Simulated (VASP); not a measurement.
**MgB15N15 (a cell with a defect): relaxation of the atoms with PBE**

The system is MgB15N15 (a cell with a defect).

```
B Mg N
1.0
    -3.62411    3.62411   -3.62411
     3.62411    3.62411    3.62411
     3.62411   -3.62411   -3.62411
B Mg N
15 1 15
Direct
  0.00000 0.00000 0.00000
  0.00000 0.25000 0.75000
  0.00000 0.50000 0.50000
  0.00000 0.75000 0.25000
  0.25000 0.00000 0.75000
  0.25000 0.50000 0.25000
  0.25000 0.75000 0.00000
  0.50000 0.00000 0.50000
  0.50000 0.25000 0.25000
  0.50000 0.50000 0.00000
  0.50000 0.75000 0.75000
  0.75000 0.00000 0.25000
  0.75000 0.25000 0.00000
  0.75000 0.50000 0.75000
  0.75000 0.75000 0.50000
  0.25000 0.25000 0.50000
  0.00000 0.25000 0.00000
  0.00000 0.50000 0.75000
  0.00000 0.75000 0.50000
  0.25000 0.00000 0.00000
  0.25000 0.25000 0.75000
  0.25000 0.50000 0.50000
  0.25000 0.75000 0.25000
  0.50000 0.00000 0.75000
  0.50000 0.25000 0.50000
  0.50000 0.50000 0.25000
  0.50000 0.75000 0.00000
  0.75000 0.00000 0.50000
  0.75000 0.25000 0.25000
  0.75000 0.50000 0.00000
  0.75000 0.75000 0.75000
```

- Program: VASP 6.6.1
- Task: relaxation of the atoms
- Functional: PBE
- Potentials or basis: VASP PAW PBE potentials, release 64 (B, Mg, N)
- Cutoff: 520 eV
- k mesh: 1 × 1 × 1, shifted
- Occupations: gaussian, width 0.01 eV
- Spin: no spin polarisation
- Dipole correction: no
- Further INCAR settings: LREAL = Auto; ALGO = Normal; EDIFF = 1e-06; IBRION = 2; EDIFFG = -0.03; NSW = 100

The energy gained by relaxing is 204.4 meV/atom. The ionic steps are 17, the pressure after relaxing is 11.7 GPa and the largest force after relaxing is 0.019 eV/Å. The band gap on the k mesh is 4.04 eV.

Forces on the atoms (eV/Å):
```
B   -0.009  0.009  0.009
B    0.009 -0.005  0.006
B    0.009 -0.006  0.005
B   -0.009 -0.009 -0.009
B   -0.006 -0.005 -0.009
B   -0.006  0.009  0.005
B    0.008 -0.002  0.002
B   -0.005 -0.006 -0.009
B   -0.005  0.009  0.006
B    0.001 -0.006 -0.001
B    0.001  0.001  0.006
B    0.009 -0.009  0.009
B   -0.002 -0.002 -0.008
B   -0.006  0.001 -0.001
B   -0.002  0.008  0.002
Mg   0.011  0.011 -0.011
N    0.004  0.012  0.000
N   -0.019 -0.002  0.002
N    0.004  0.000 -0.012
N    0.000  0.012 -0.004
N    0.007 -0.001 -0.007
N    0.007  0.007  0.001
N    0.000  0.004 -0.012
N   -0.002 -0.002  0.019
N   -0.001  0.007 -0.007
N   -0.002 -0.019  0.002
N   -0.006 -0.007  0.007
N    0.012  0.000 -0.004
N    0.012  0.004  0.000
N   -0.007 -0.007  0.006
N   -0.007 -0.006  0.007
```

Stress tensor (GPa, compression positive):
```
11.67 -0.75  0.75
-0.75 11.67  0.75
 0.75  0.75 11.67
```

Step by step:
```
step  energy change (eV)  largest force (eV/Å)  pressure (GPa)
   1              0.0000               14.9012           18.83
   2              7.2964               13.3668           26.58
   3             -5.5251                1.8919           12.03
   4             -5.5570                1.8192           11.98
   5             -5.5620                2.0419           11.96
   6             -6.0512                1.2059           12.12
   7             -6.1211                1.3727           11.97
   8             -6.2596                0.5700           12.07
   9             -6.2601                0.6127           12.06
  10             -6.3094                0.2914           11.82
  11             -6.3096                0.3085           11.80
  12             -6.3333                0.1411           11.64
  13             -6.3335                0.1323           11.65
  14             -6.3366                0.0943           11.62
  15             -6.3373                0.0576           11.63
  16             -6.3378                0.0336           11.68
  17             -6.3378                0.0189           11.67
```

Final structure:
```
B Mg N
1.0
    -3.62411    3.62411   -3.62411
     3.62411    3.62411    3.62411
     3.62411   -3.62411   -3.62411
B Mg N
15 1 15
Direct
  0.99429 0.99429 0.97818
  0.00792 0.25362 0.75691
  0.00792 0.50691 0.50362
  0.99429 0.72818 0.24429
  0.25362 0.00792 0.75691
  0.25362 0.50691 0.25792
  0.24962 0.75105 0.00105
  0.50691 0.00792 0.50362
  0.50691 0.25362 0.25792
  0.49777 0.49777 0.00179
  0.49777 0.75179 0.74777
  0.72818 0.99429 0.24429
  0.75105 0.24962 0.00105
  0.75179 0.49777 0.74777
  0.75105 0.75105 0.49962
  0.18273 0.18273 0.43273
  0.99933 0.24994 0.00656
  0.00737 0.50493 0.75493
  0.99933 0.75656 0.49994
  0.24994 0.99933 0.00656
  0.25222 0.25222 0.77960
  0.25222 0.52960 0.50222
  0.24994 0.75656 0.24933
  0.50493 0.00737 0.75493
  0.52960 0.25222 0.50222
  0.50493 0.50493 0.25737
  0.50064 0.75050 0.00050
  0.75656 0.99933 0.49994
  0.75656 0.24994 0.24933
  0.75050 0.50064 0.00050
  0.75050 0.75050 0.75064
```

Levels at points of the mesh, in eV from the valence-band top:
```tsv
k point	band 58	band 59	band 60	band 61	band 62	band 63	band 64	band 65
(0.25, 0.25, 0.25)	-1.24	-0.21	0.00	0.00	4.04	4.04	7.13	7.29
```

It took 5.9 min on 1 thread of Intel(R) Xeon(R) Platinum 8488C (Sapphire Rapids), on a shared host, peak memory 0.34 GiB.

Caveat: the k points lie up to 1.23 Å⁻¹ apart, too coarse for converged energies, forces and pressures.
